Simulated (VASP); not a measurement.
Here is a VASP 6.6.1 calculation.

File INCAR:

```
PREC = Accurate ; ENCUT = 520
EDIFF = 1E-6 ; ISMEAR = -1
SIGMA = 0.05 ; LREAL = F
LASPH = T ; NELM = 60
ALGO = Normal ; ISIF = 2
LWAVE = F ; LCHARG = F
GGA = PE ; NBANDS = 28
```

The input KPOINTS:

```
Automatic mesh
0
Gamma
  6 6 6
```

Contents of POSCAR:

```
Cu3Te
1.0
    3.8797564985      0.0000000000      0.0000000000
    0.0000000000      3.8797564985      0.0000000000
    0.0000000000      0.0000000000      3.8797564985
Cu Te
3 1
Direct
    0.0000000000      0.5000000000      0.5000000000
    0.5000000000      0.0000000000      0.5000000000
    0.5000000000      0.5000000000      0.0000000000
    0.0000000000      0.0000000000      0.0000000000
```

Potentials or basis: VASP PAW PBE potentials, release 64 (Cu, Te).

Run with:

```sh
$ cat potpaw_PBE.64/Cu/POTCAR potpaw_PBE.64/Te/POTCAR > POTCAR
$ mpirun -np 1 vasp_std > vasp.out
```

(1) Predict the band gap on the k mesh.

(2) Estimate the pressure.

Results:

(1) zero (an odd number of electrons rules out a gap without spin polarisation).

(2) 6.9 GPa.

Caveat: the cell stands under pressure; spin-orbit coupling is left out, which moves the levels of the heavy elements.
